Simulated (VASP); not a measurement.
Crystal: Cl.

```
Cl
1.0
     3.14500   -2.25000    0.00000
     3.14500    2.25000    0.00000
     0.00000    0.00000    8.21000
Cl
4
Cartesian
  3.1450 0.5850 3.2840
  3.1450 1.6650 7.3890
  3.1450 -0.5850 4.9260
  3.1450 -1.6650 0.8210
```

| Item | Value |
| --- | --- |
| Program | VASP 6.6.1 |
| Task | relaxation of cell and atoms |
| Functional | RPBE |
| Dispersion | D3(BJ) |
| Potentials or basis | VASP PAW PBE potentials, release 64 (Cl) |
| Cutoff | 600 eV |
| k mesh | 7 × 7 × 4 |
| Occupations | fermi-dirac, width 0.05 eV |
| Spin | no spin polarisation |

At the start: pressure -0.8 GPa; volume 29.05 Å³/atom.

Task: Where does the relaxation end?

Result: Over 34 steps the energy falls by 19.6 meV/atom and the volume is 25.74 Å³/atom (-11.4 %); space group Cmce (No. 64, to 0.1 Å) before and after.

Step by step:
| step | energy change (eV) | largest force (eV/Å) | pressure (GPa) | volume (Å³) |
| --- | --- | --- | --- | --- |
| 1 | 0.0000 | 0.1576 | -0.82 | 116.19 |
| 2 | -0.0015 | 0.5338 | 0.50 | 113.70 |
| 3 | -0.0072 | 0.2224 | -0.14 | 114.86 |
| 4 | -0.0165 | 0.2154 | -0.13 | 113.59 |
| 5 | -0.0416 | 0.2003 | -0.05 | 109.83 |
| 6 | -0.0618 | 0.2247 | 0.65 | 102.46 |
| 7 | -0.0614 | 0.2335 | -0.30 | 102.19 |
| 8 | -0.0651 | 0.0643 | 0.18 | 102.33 |
| 9 | -0.0666 | 0.0555 | 0.09 | 102.64 |
| 10 | -0.0695 | 0.0536 | -0.14 | 103.55 |
| 11 | -0.0699 | 0.0667 | -0.24 | 103.99 |
| 12 | -0.0708 | 0.0213 | -0.05 | 103.97 |
| 13 | -0.0709 | 0.0463 | 0.00 | 103.96 |
| 14 | -0.0714 | 0.0416 | -0.01 | 103.95 |
| 15 | -0.0726 | 0.0336 | -0.06 | 103.93 |
| 16 | -0.0740 | 0.0384 | -0.14 | 103.85 |
| 17 | -0.0742 | 0.0474 | -0.17 | 103.82 |
| 18 | -0.0749 | 0.0726 | 0.00 | 103.44 |
| 19 | -0.0750 | 0.0927 | 0.08 | 103.27 |
| 20 | -0.0757 | 0.0752 | 0.05 | 103.12 |
| 21 | -0.0770 | 0.0388 | -0.04 | 102.64 |
| 22 | -0.0758 | 0.1194 | -0.17 | 101.66 |
| 23 | -0.0772 | 0.0467 | -0.07 | 102.38 |
| 24 | -0.0774 | 0.0283 | 0.05 | 102.12 |
| 25 | -0.0774 | 0.0276 | 0.07 | 102.06 |
| 26 | -0.0776 | 0.0227 | 0.05 | 102.07 |
| 27 | -0.0778 | 0.0340 | 0.00 | 102.09 |
| 28 | -0.0779 | 0.0084 | 0.08 | 102.11 |
| 29 | -0.0780 | 0.0071 | 0.10 | 102.11 |
| 30 | -0.0781 | 0.0031 | 0.08 | 102.24 |
| 31 | -0.0783 | 0.0267 | 0.00 | 102.61 |
| 32 | -0.0784 | 0.0106 | 0.03 | 102.71 |
| 33 | -0.0784 | 0.0089 | 0.05 | 102.78 |
| 34 | -0.0784 | 0.0086 | 0.01 | 102.96 |

Final structure:
```
CELL_PARAMETERS angstrom
3.27737 -1.96584 0.00000
3.27737 1.96584 0.00000
0.00000 0.00000 7.99054
ATOMIC_POSITIONS crystal
Cl 0.37281 0.62719 0.38964
Cl 0.12719 0.87281 0.88964
Cl 0.62719 0.37281 0.61036
Cl 0.87281 0.12719 0.11036
```

Caveat: the PAW data sets were made with another functional, which shifts forces and pressure a little.
